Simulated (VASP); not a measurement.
Here is a VASP 6.6.1 calculation.

Contents of INCAR:

```
SYSTEM = WC
  PREC = Accurate
  ENCUT = 1300
  EDIFF = 1E-6
  ISMEAR = -1
  SIGMA = 0.05
  LREAL = .False.
  LASPH = .True.
  NELM = 120
  ALGO = Normal
  ISIF = 2
  LWAVE = .False.
  LCHARG = .False.
  NBANDS = 16
  GGA_COMPAT = .False.
```

File KPOINTS:

```
Automatic mesh
0
Gamma
  10 10 10
  0 0 0
```

POSCAR

```
WC
1.0
    0.0000000000      2.1779675566      2.1779675566
    2.1779675566      0.0000000000      2.1779675566
    2.1779675566      2.1779675566      0.0000000000
W C
1 1
Direct
    0.0000000000      0.0000000000      0.0000000000
    0.5000000000      0.5000000000      0.5000000000
```

Potentials or basis: VASP PAW LDA potentials, release 64 (W_sv, C_h).

Run with:

```bash
$ cat potpaw_LDA.64/W_sv/POTCAR potpaw_LDA.64/C_h/POTCAR > POTCAR
$ mpirun -np 1 vasp_std > vasp.out
```

(1) What does it give for the band gap on the k mesh?

(2) Predict the pressure.

Answers

(1) zero (bands 9 and 10 overlap by 3.26 eV).

(2) -6.9 GPa.

Caveat: the cell stands under tension; spin-orbit coupling is left out, which moves the levels of the heavy elements.
